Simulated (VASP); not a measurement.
A run of VASP 6.6.1:

File INCAR:

```
PREC = Accurate ; ENCUT = 520
EDIFF = 1E-7 ; ISMEAR = -1
SIGMA = 0.05 ; LREAL = Auto
LASPH = True ; NELM = 80
ALGO = Normal ; ISIF = 2
LWAVE = False ; LCHARG = False
GGA = PS ; NBANDS = 92
```

The input KPOINTS:

```
Automatic mesh
0
Gamma
  3 3 2
```

Contents of POSCAR:

```
Nb7C4S8
1.0
    3.2713142500      5.6660824900      0.0000000000
   -3.2713142500      5.6660824900      0.0000000000
    0.0000000000     -1.8886941600      8.4813790000
Nb S C
7 8 4
Direct
    0.1843678570      0.1770481689      0.1331703253
    0.3124158785      0.3248925154      0.8654794226
    0.3149489396      0.8121167064      0.8487678714
    0.5446169255      0.3567242460      0.1903343784
    0.8105999070      0.3156569342      0.8543528122
    0.7046867413      0.7112963173      0.1452637596
    0.8251434025      0.8248664496      0.8711431242
    0.1248354551      0.1268511587      0.6663964669
    0.3389493886      0.3566025382      0.3736981922
    0.1144051914      0.6226070555      0.6720501466
    0.3559508026      0.8107334637      0.2846094957
    0.6196286035      0.1147015700      0.6728491912
    0.8788903833      0.3720858169      0.3227464543
    0.6266108822      0.6270831694      0.6695011507
    0.8556937570      0.9012152168      0.3406804483
    0.0121120759      0.0101938866     -0.0208284525
    0.0047894950      0.4992060739      0.0009358148
    0.5013291731      0.0229232847      0.0108496507
    0.5063206517      0.5144461322     -0.0161398282
```

Potentials or basis: VASP PAW PBE potentials, release 64 (Nb_sv, S, C).

Launch:

```console
$ cat potpaw_PBE.64/Nb_sv/POTCAR potpaw_PBE.64/S/POTCAR potpaw_PBE.64/C/POTCAR > POTCAR
$ mpirun -np 1 vasp_std > vasp.out
```

Hardware: 1 thread of Intel(R) Xeon(R) 6975P-C (Granite Rapids), on a shared host.

Task: How long does it take, and how much memory?

Result: It took 8 min on 1 thread of Intel(R) Xeon(R) 6975P-C (Granite Rapids), on a shared host, peak memory 0.51 GiB. Counts: scf iterations 20, k points 10.
